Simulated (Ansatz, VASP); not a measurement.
P: VASP beside Ansatz

```xyz
2
Lattice="0.0000 2.4571 5.1320 1.5090 0.0000 5.1320 1.5090 2.4571 0.0000" Properties=species:S:1:pos:R:3 pbc="T T T"
P     1.5090    2.4571    8.9211
P     1.5090    2.4571    1.3429
```

Alike in both runs: task single point; functional PBE; k mesh 6 × 6 × 6; occupations gaussian, width 0.1 eV; no spin polarisation.

|  | VASP | Ansatz |
| --- | --- | --- |
| version | VASP 6.6.1 | Ansatz 0.2.0 |
| potentials or method | VASP PAW PBE potentials, release 64 (P), cutoff 520 eV | scalar-relativistic, plane waves, PAW |
| valence electrons in the cell | 10 | 10 |

Ansatz gave:

* gap on the k mesh at the Fermi level (eV): none
* pressure (GPa): -15.1
* traceless stress, the component that is largest in VASP (GPa): 2.14
* rms of the force components (eV/Å): 0.345

Question: Estimate VASP's values.

Answer: gap on the k mesh at the Fermi level (eV): none; pressure (GPa): -15.2; traceless stress, the component that is largest in VASP (GPa): 2.14; rms of the force components (eV/Å): 0.348.

Atom by atom the forces differ by 0.003 eV/Å (rms over components). A gap of «none» marks a metal or a gap that the smearing closes. With one functional, cell and mesh, what is left measures potentials, basis and numerics.

The k mesh is coarse, so the values compare programs but aren't converged.
